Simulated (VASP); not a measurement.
# Ni (Fm-3m) in VASP: a series of runs

The runs below take Ni through single point, with PBEsol.

Program: VASP 6.6.1. These are calculated values, not measurements. Logs are shortened: lines on timing, memory, paths and dates and some standing lists are left out, and cuts for length are marked.

## Step 1: The cell of the first run

The structure is cubic, space group Fm-3m (No. 225). The conventional cell has a = 3.535 Å, b = 3.535 Å, c = 3.535 Å, α = 90.00°, β = 90.00°, γ = 90.00°. Ni (site symmetry m-3m) has 12 Ni at 2.50 Å within 3.3 Å.

## Step 2: Single point, PBEsol, collinear spin, zero start

Input file INCAR:

```
PREC = Accurate ; ENCUT = 520
EDIFF = 1E-6 ; ISMEAR = 0
SIGMA = 0.1 ; LREAL = False
LASPH = True ; NELM = 150
ALGO = Normal ; ISIF = 2
LWAVE = False ; LCHARG = True
ISPIN = 2 ; MAGMOM = 0
LORBIT = 11 ; NUPDOWN = 0.0
LMAXMIX = 4 ; GGA = PS
LELF = True ; LVHAR = True
NBANDS = 15
```

Input file KPOINTS:

```
Automatic mesh
0
Gamma
  14 14 14
```

Input file POSCAR:

```
Ni
1.0
    0.0000000000      1.7673000000      1.7673000000
    1.7673000000      0.0000000000      1.7673000000
    1.7673000000      1.7673000000      0.0000000000
Ni
1
Direct
    0.0000000000      0.0000000000      0.0000000000
```

Potentials or basis: VASP PAW PBE potentials, release 64 (Ni).

Started as:

```
$ cat potpaw_PBE.64/Ni/POTCAR > POTCAR
$ mpirun -np 1 vasp_std > vasp.out
```

OUTCAR:

```text
PREC = Accurate
   ENCUT = 520
   EDIFF = 1E-6
   ISMEAR = 0
   LREAL = False
   LASPH = True
   NELM = 150
   ISIF = 2
   ISPIN = 2
   LORBIT = 11
   NUPDOWN = 0.0
   GGA = PS

 ion  position               nearest neighbor table
   1  0.000  0.000  0.000-

  LATTYP: Found a face centered cubic cell.
 ALAT       =     3.5346000000

  Lattice vectors:

 A1 = (   0.0000000000,   1.7673000000,   1.7673000000)
 A2 = (   1.7673000000,   0.0000000000,   1.7673000000)
 A3 = (   1.7673000000,   1.7673000000,   0.0000000000)

Analysis of symmetry for initial positions (statically):
=====================================================================
 Subroutine PRICEL returns:
 Original cell was already a primitive cell.

 Routine SETGRP: Setting up the symmetry group for a
 face centered cubic supercell.

 Subroutine GETGRP returns: Found 48 space group operations
 (whereof 48 operations were pure point group operations)
 out of a pool of 48 trial point group operations.

The static configuration has the point symmetry O_h .

Analysis of symmetry for dynamics (positions and initial velocities):
=====================================================================
 Subroutine PRICEL returns:
 Original cell was already a primitive cell.

 Routine SETGRP: Setting up the symmetry group for a
 face centered cubic supercell.

 Subroutine GETGRP returns: Found 48 space group operations
 (whereof 48 operations were pure point group operations)
 out of a pool of 48 trial point group operations.

The dynamic configuration has the point symmetry O_h .

Analysis of structural, dynamic, and magnetic symmetry:
=====================================================================
 Subroutine PRICEL returns:
 Original cell was already a primitive cell.

 Routine SETGRP: Setting up the symmetry group for a
 face centered cubic supercell.

 Subroutine GETGRP returns: Found 48 space group operations
 (whereof 48 operations were pure point group operations)
 out of a pool of 48 trial point group operations.

The overall configuration has the point symmetry O_h .

 Subroutine INISYM returns: Found 48 space group operations
 (whereof 48 operations are pure point group operations),
 and found     1 'primitive' translations

----------------------------------------------------------------------------------------

                                     Primitive cell

  volume of cell :      11.0398

  direct lattice vectors                    reciprocal lattice vectors
     0.000000000  1.767300000  1.767300000    -0.282917445  0.282917445  0.282917445
     1.767300000  0.000000000  1.767300000     0.282917445 -0.282917445  0.282917445
     1.767300000  1.767300000  0.000000000     0.282917445  0.282917445 -0.282917445

  length of vectors
     2.499339629  2.499339629  2.499339629     0.490027389  0.490027389  0.490027389

  position of ions in fractional coordinates (direct lattice)
     0.000000000  0.000000000  0.000000000

  ion indices of the primitive-cell ions
   primitive index   ion index
                 1           1

----------------------------------------------------------------------------------------

 KPOINTS: Automatic mesh

Automatic generation of k-mesh.
 Grid dimensions read from file:
 generate k-points for:   14   14   14

 Generating k-lattice:

  Cartesian coordinates                     Fractional coordinates (reciprocal lattice)
    -0.020208389  0.020208389  0.020208389     0.071428571  0.000000000  0.000000000
     0.020208389 -0.020208389  0.020208389     0.000000000  0.071428571  0.000000000
     0.020208389  0.020208389 -0.020208389     0.000000000  0.000000000  0.071428571

  Length of vectors
     0.035001956  0.035001956  0.035001956

  Shift w.r.t. Gamma in fractional coordinates (k-lattice)
     0.000000000  0.000000000  0.000000000

 Subroutine IBZKPT returns following result:
 ===========================================

 Found    104 irreducible k-points:

 Following reciprocal coordinates:
            Coordinates               Weight
  0.000000  0.000000  0.000000      1.000000
  0.071429  0.000000  0.000000      8.000000
  0.142857  0.000000  0.000000      8.000000
  0.214286  0.000000  0.000000      8.000000
  0.285714  0.000000  0.000000      8.000000
  0.357143  0.000000  0.000000      8.000000
[... 16 lines left out ...]
  0.214286  0.142857  0.000000     24.000000
  0.285714  0.142857  0.000000     24.000000
 [... further k-points ...]
   k-points           NKPTS =    104   k-points in BZ     NKDIM =    104   number of bands    NBANDS=     15
   number of dos      NEDOS =    301   number of ions     NIONS =      1
   total plane-waves  NPLWV =   8000
   dimension x,y,z NGX =    20 NGY =   20 NGZ =   20
   dimension x,y,z NGXF=    40 NGYF=   40 NGZF=   40
   ions per type =               1
   NGX,Y,Z   is equivalent  to a cutoff of  13.30, 13.30, 13.30 a.u.
   NGXF,Y,Z  is equivalent  to a cutoff of  26.61, 26.61, 26.61 a.u.
 SYSTEM =  unknown system
   PREC   = accura    normal or accurate (medium, high low for compatibility)
   ISTART =      0    job   : 0-new  1-cont  2-samecut
   ICHARG =      2    charge: 1-file 2-atom 10-const
   ISPIN  =      2    spin polarized calculation?
   LNONCOLLINEAR =      F non collinear calculations
   LSORBIT =      F    spin-orbit coupling
   LASPH  =      T    aspherical Exc in radial PAW
   ENCUT  =  520.0 eV  38.22 Ry    6.18 a.u.   4.65  4.65  4.65*2*pi/ulx,y,z
   NELM   =    150;   NELMIN=  2; NELMDL= -5     # of ELM steps
   EDIFF  = 0.1E-05   stopping-criterion for ELM
   LREAL  =      F    real-space projection
   EDIFFG = 0.1E-04   stopping-criterion for IOM
   NSW    =      0    number of steps for IOM
   IBRION =     -1    ionic relax: 0-MD 1-quasi-New 2-CG
   NFREE  =      0    steps in history (QN), initial steepest desc. (CG)
   ISIF   =      2    stress and relaxation
   ISYM   =      2    0-nonsym 1-usesym 2-fastsym
   POTIM  = 0.5000    time-step for ionic-motion
   TEBEG  =    0.0;   TEEND  =   0.0 temperature during run
   PSTRESS=    0.0 pullay stress
   NELECT =      10.0000    total number of electrons
   NUPDOWN=       0.0000    fix difference up-down
   EMIN   =  10.00;   EMAX   =-10.00  energy-range for DOS
   EFERMI =   0.00;   METHOD = LEGACY
   ISMEAR =     0;   SIGMA  =   0.10  broadening in eV -4-tet -1-fermi 0-gaus
   EFERMI_NEDOS =   21; number of points for ismear=-14 and -15
   IALGO  =     38    algorithm
   IMIX   =      4    mixing-type and parameters
     AMIX     =   0.40;   BMIX     =  1.00
     AMIX_MAG =   1.60;   BMIX_MAG =  1.00
  volume/ion in A,a.u.               =      11.04        74.50
  Fermi-wavevector in a.u.,A,eV,Ry     =   1.583998  2.993322 34.137682  2.509049
  Thomas-Fermi vector in A             =   2.683683
   LORBIT       =     11    0 simple, 1 ext, 2 COOP (PROOUT), +10 PAW based schemes
   GGA     = PS    functional components
   LHFCALC =     F    Hartree Fock is set to
   AEXX    =    0.0000 exact exchange contribution
   IVDW    =     0    specifies the selected vdW correction
   LEPSILON=     F    determine dielectric tensor
   LRPA    =     F    only Hartree local field effects (RPA)
 spin polarized calculation
 Gauss-broadening in eV      SIGMA  =   0.10
  energy-cutoff  :      520.00
  volume of cell :       11.04
 maximum number of plane-waves:       307
   NGX =  9   NGY =  9   NGZ =  9

 number of electron      10.0000010 magnetization       0.0000000

 number of electron      10.0000010 magnetization      -0.0000000

 Free energy of the ion-electron system (eV)
  ---------------------------------------------------
  ext. energy  EPLUGINS =         0.00000000
  ---------------------------------------------------
  free energy    TOTEN  =        -6.06108891 eV

  energy without entropy =       -6.03916599  energy(sigma->0) =       -6.05012745

 E-fermi :   8.7689     XC(G=0): -13.3485

 val. band max:        8.7675437905   @ k =   0.5000   0.5000   0.0000
 cond. band min:       8.7712037023   @ k =   0.5000   0.0000   0.0000
 fundamental gap:      0.0036599118
 Fermi energy:         8.7689112689

 spin component 1

 k-point     1 :       0.0000    0.0000    0.0000
  band No.  band energies     occupation
      1       0.0186      1.00000
      2       6.9640      1.00000
      3       6.9640      1.00000
      4       6.9640      1.00000
      5       8.0580      1.00000
      6       8.0580      1.00000
      7      32.4960      0.00000
      8      36.2824      0.00000
      9      36.2824      0.00000
     10      36.2824      0.00000
     11      39.2102      0.00000
     12      39.2102      0.00000
     13      39.2102      0.00000
     14      42.1648      0.00000
     15      48.3959      0.00000

 k-point     2 :       0.0714    0.0000    0.0000
  band No.  band energies     occupation
      1       0.2160      1.00000
      2       6.9109      1.00000
      3       7.0081      1.00000
      4       7.0081      1.00000
      5       8.0395      1.00000
      6       8.0395      1.00000
      7      31.7674      0.00000
      8      34.2690      0.00000
      9      35.8362      0.00000
     10      35.8362      0.00000
     11      39.8795      0.00000
     12      39.8795      0.00000
     13      40.3455      0.00000
     14      43.8298      0.00000
     15      46.6587      0.00000
[... 365 lines left out ...]
      3       7.3243      1.00000
      4       7.3901      1.00000
      5       7.7126      1.00000
      6       8.2627      1.00000
      7      27.9866      0.00000
      8      30.6054      0.00000
      9      31.2577      0.00000
     10      33.4155      0.00000
     11      37.5472      0.00000
     12      42.9088      0.00000
     13      44.6127      0.00000
     14      45.3640      0.00000
     15      49.8608      0.00000

 k-point    24 :       0.2857    0.1429    0.0000
  band No.  band energies     occupation
      1       2.6608      1.00000
      2       6.2803      1.00000
      3       7.1570      1.00000
      4       7.4462      1.00000
      5       8.0404      1.00000
      6       8.4061      1.00000
      7      24.3730      0.00000
      8      29.8012      0.00000
      9      30.5653      0.00000
     10      33.1791      0.00000
     11      38.1491      0.00000
     12      42.1776      0.00000
     13      44.1248      0.00000
     14      46.2507      0.00000
     15      50.6357      0.00000

 [... further k-points ...]

 spin component 2

 k-point     1 :       0.0000    0.0000    0.0000
  band No.  band energies     occupation
      1       0.0186      1.00000
      2       6.9640      1.00000
      3       6.9640      1.00000
      4       6.9640      1.00000
      5       8.0580      1.00000
      6       8.0580      1.00000
      7      32.4960      0.00000
      8      36.2824      0.00000
      9      36.2824      0.00000
     10      36.2824      0.00000
     11      39.2102      0.00000
     12      39.2102      0.00000
     13      39.2102      0.00000
     14      42.1648      0.00000
     15      48.3959      0.00000

 k-point     2 :       0.0714    0.0000    0.0000
  band No.  band energies     occupation
      1       0.2160      1.00000
      2       6.9109      1.00000
      3       7.0081      1.00000
      4       7.0081      1.00000
      5       8.0395      1.00000
      6       8.0395      1.00000
      7      31.7674      0.00000
      8      34.2690      0.00000
      9      35.8362      0.00000
     10      35.8362      0.00000
     11      39.8795      0.00000
     12      39.8795      0.00000
     13      40.3455      0.00000
     14      43.8298      0.00000
     15      46.6587      0.00000
[... 365 lines left out ...]
      3       7.3243      1.00000
      4       7.3901      1.00000
      5       7.7126      1.00000
      6       8.2627      1.00000
      7      27.9866      0.00000
      8      30.6054      0.00000
      9      31.2577      0.00000
     10      33.4155      0.00000
     11      37.5472      0.00000
     12      42.9088      0.00000
     13      44.6127      0.00000
     14      45.3640      0.00000
     15      49.8608      0.00000

 k-point    24 :       0.2857    0.1429    0.0000
  band No.  band energies     occupation
      1       2.6608      1.00000
      2       6.2803      1.00000
      3       7.1570      1.00000
      4       7.4462      1.00000
      5       8.0404      1.00000
      6       8.4061      1.00000
      7      24.3730      0.00000
      8      29.8012      0.00000
      9      30.5653      0.00000
     10      33.1791      0.00000
     11      38.1491      0.00000
     12      42.1776      0.00000
     13      44.1248      0.00000
     14      46.2507      0.00000
     15      50.6357      0.00000

 [... further k-points ...]

------------------------ aborting loop because EDIFF is reached ----------------------------------------

  FORCE on cell =-STRESS in cart. coord.  units (eV):
  Direction    XX          YY          ZZ          XY          YZ          ZX
  --------------------------------------------------------------------------------------
  -------------------------------------------------------------------------------------
  Total       -0.9054939     -0.9054939     -0.9054939     -0.0000000      0.0000000     -0.0000000
  in kB     -131.4120722   -131.4120722   -131.4120722     -0.0000000      0.0000000     -0.0000000
  external PRESSURE =    -131.4120722 kB  Pullay stress =       0.0000000 kB

 VOLUME and BASIS-vectors are now :
 -----------------------------------------------------------------------------
  energy-cutoff  :      520.00
  volume of cell :       11.04
      direct lattice vectors                 reciprocal lattice vectors
     0.000000000  1.767300000  1.767300000    -0.282917445  0.282917445  0.282917445
     1.767300000  0.000000000  1.767300000     0.282917445 -0.282917445  0.282917445
     1.767300000  1.767300000  0.000000000     0.282917445  0.282917445 -0.282917445

 POSITION                                       TOTAL-FORCE (eV/Angst)
 -----------------------------------------------------------------------------------
      0.00000      0.00000      0.00000         0.000000     -0.000000     -0.000000
 -----------------------------------------------------------------------------------
    total drift:                                0.000000      0.000000      0.000000

  FREE ENERGIE OF THE ION-ELECTRON SYSTEM (eV)
  ---------------------------------------------------
  free  energy   TOTEN  =        -6.0610889121 eV

  energy  without entropy=       -6.0391659894  energy(sigma->0) =       -6.05012745

 total charge

# of ion       s       p       d       tot
------------------------------------------
    1        0.491   0.486   8.311   9.288

 magnetization (x)

# of ion       s       p       d       tot
------------------------------------------
    1       -0.000   0.000  -0.000  -0.000
```

Wall time 38 s (1 thread of Intel Xeon 8259CL, shared host); peak memory 0.15 GiB.

What came out:

```yaml
Free_energy: -6.0611 eV
Pressure: -13.1 GPa
Net_moment: 0.00 μB per cell
Valence_electrons_inside_the_program's_atomic_spheres: Ni 9.29
```

Caveat: the cell stands under tension; the PAW data sets were made with another functional, which shifts forces and pressure a little; the total moment is fixed, so each spin has its own Fermi level.

## Step 3: Single point, PBEsol, collinear spin, ferromagnetic start

Input file INCAR:

```
SYSTEM = Ni
PREC = Accurate
ENCUT = 520
EDIFF = 1E-7
ISMEAR = 0
SIGMA = 0.1
LREAL = .False.
LASPH = .True.
NELM = 150
ALGO = Normal
ISIF = 2
LWAVE = .False.
LCHARG = .False.
ISPIN = 2
MAGMOM = 2
LORBIT = 11
LMAXMIX = 4
GGA = PS
NBANDS = 15
```

Input file KPOINTS:

```
Automatic mesh
0
Gamma
  14 14 14
  0 0 0
```

POSCAR is that of step 2.

Potentials or basis: VASP PAW PBE potentials, release 64 (Ni).

Started as:

```
$ cat potpaw_PBE.64/Ni/POTCAR > POTCAR
$ mpirun -np 1 vasp_std > vasp.out
```

OUTCAR:

```text
SYSTEM = Ni
   PREC = Accurate
   ENCUT = 520
   EDIFF = 1E-7
   ISMEAR = 0
   LREAL = .False.
   LASPH = .True.
   NELM = 150
   ISIF = 2
   ISPIN = 2
   LORBIT = 11
   GGA = PS

 ion  position               nearest neighbor table
   1  0.000  0.000  0.000-

  LATTYP: Found a face centered cubic cell.
 ALAT       =     3.5346000000

  Lattice vectors:

 A1 = (   0.0000000000,   1.7673000000,   1.7673000000)
 A2 = (   1.7673000000,   0.0000000000,   1.7673000000)
 A3 = (   1.7673000000,   1.7673000000,   0.0000000000)

Analysis of symmetry for initial positions (statically):
=====================================================================
 Subroutine PRICEL returns:
 Original cell was already a primitive cell.

 Routine SETGRP: Setting up the symmetry group for a
 face centered cubic supercell.

 Subroutine GETGRP returns: Found 48 space group operations
 (whereof 48 operations were pure point group operations)
 out of a pool of 48 trial point group operations.

The static configuration has the point symmetry O_h .

Analysis of symmetry for dynamics (positions and initial velocities):
[... 630 lines left out ...]
     13      39.2613      0.00000
     14      42.1191      0.00000
[... 403 lines left out ...]
      4       7.7763      1.00000
      5       8.3565      1.00000
      6       8.7154      0.99992
      7      24.4342      0.00000
      8      29.8429      0.00000
      9      30.5598      0.00000
     10      33.2149      0.00000
     11      38.2039      0.00000
     12      42.1676      0.00000
     13      44.1178      0.00000
     14      46.2602      0.00000
     15      50.6800      0.00000

 [... further k-points ...]

------------------------ aborting loop because EDIFF is reached ----------------------------------------

  FORCE on cell =-STRESS in cart. coord.  units (eV):
  Direction    XX          YY          ZZ          XY          YZ          ZX
  --------------------------------------------------------------------------------------
  -------------------------------------------------------------------------------------
  Total       -0.8395683     -0.8395683     -0.8395683     -0.0000000     -0.0000000      0.0000000
  in kB     -121.8444641   -121.8444641   -121.8444641     -0.0000000     -0.0000000      0.0000000
  external PRESSURE =    -121.8444641 kB  Pullay stress =       0.0000000 kB

 VOLUME and BASIS-vectors are now :
 -----------------------------------------------------------------------------
  energy-cutoff  :      520.00
  volume of cell :       11.04
      direct lattice vectors                 reciprocal lattice vectors
     0.000000000  1.767300000  1.767300000    -0.282917445  0.282917445  0.282917445
     1.767300000  0.000000000  1.767300000     0.282917445 -0.282917445  0.282917445
     1.767300000  1.767300000  0.000000000     0.282917445  0.282917445 -0.282917445

 POSITION                                       TOTAL-FORCE (eV/Angst)
 -----------------------------------------------------------------------------------
      0.00000      0.00000      0.00000         0.000000     -0.000000      0.000000
 -----------------------------------------------------------------------------------
    total drift:                                0.000000     -0.000000      0.000000

  FREE ENERGIE OF THE ION-ELECTRON SYSTEM (eV)
  ---------------------------------------------------
  free  energy   TOTEN  =        -6.1102949631 eV

  energy  without entropy=       -6.0997716796  energy(sigma->0) =       -6.10503332

 total charge

# of ion       s       p       d       tot
------------------------------------------
    1        0.493   0.489   8.305   9.287

 magnetization (x)

# of ion       s       p       d       tot
------------------------------------------
    1       -0.008  -0.025   0.642   0.610
```

It took 50 s on 1 thread of Intel Xeon 8259CL, shared host; peak memory 0.15 GiB.

Results:

```
Free energy                                           : -6.1103 eV
Pressure                                              : -12.2 GPa
Net moment                                            : 0.60 μB per cell
Site moments                                          : Ni +0.61 μB
Valence electrons inside the program's atomic spheres : Ni 9.29
```

Caveat: the cell stands under tension; the PAW data sets were made with another functional, which shifts forces and pressure a little.

(Continued in part 2 of 2.)
